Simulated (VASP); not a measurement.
Write the native input for VASP 6.6.1 that does the following.

```
Task                   : relaxation of cell and atoms
Functional             : PBE
Potentials or basis    : VASP PAW PBE potentials, release 64 (W_sv)
Cutoff                 : 600 eV
k mesh                 : 18 × 18 × 18
Occupations            : gaussian, width 0.1 eV
Spin                   : no spin polarisation
Dipole correction      : no
Further INCAR settings : ALGO = Normal; EDIFF = 1e-07; IBRION = 2; EDIFFG = -0.01; NSW = 60; ISIF = 3
```

The structure of W lies in POSCAR:

```
W
1.0
    2.5900000000      0.0000000000      0.0000000000
    0.0000000000      2.5900000000      0.0000000000
    0.0000000000      0.0000000000      2.5900000000
W
1
Direct
    0.0000000000      0.0000000000      0.0000000000
```

These files were run (other wordings do the same):

INCAR

```
ALGO = Normal
EDIFF = 1E-7
EDIFFG = -0.01
ENCUT = 600
GGA = PE
IBRION = 2
ISIF = 3
ISMEAR = 0
LASPH = T
LCHARG = F
LREAL = F
LWAVE = F
NELM = 100
NSW = 60
PREC = Accurate
SIGMA = 0.1
```

KPOINTS

```
k-points
0
Gamma
  18 18 18
```

Potentials or basis: VASP PAW PBE potentials, release 64 (W_sv).

The run is started by

```console
$ cat potpaw_PBE.64/W_sv/POTCAR > POTCAR
$ mpirun -np 1 vasp_std > vasp.out
```

Results of the run:

| Property | Result |
| --- | --- |
| Relaxed volume | 18.46 Å³/atom |
| Relaxed cell | a = 2.643 Å, b = 2.643 Å, c = 2.643 Å, α = 90.00°, β = 90.00°, γ = 90.00° |
| Space group after relaxing (to 0.05 Å) | Pm-3m (No. 221) |
| Energy gained by relaxing | 46.3 meV/atom |
| Ionic steps | 4 |
| Pressure after relaxing | 0.0 GPa |
| Band gap on the k mesh | zero (band 7 reaches 11.08 eV, above the bottom of band 8 at 8.30 eV) |

Caveat: spin-orbit coupling is left out, which moves the levels of the heavy elements.

Run time: 47 s on 1 thread of Intel(R) Xeon(R) 6975P-C (Granite Rapids) (shared host), peak memory 0.19 GiB.
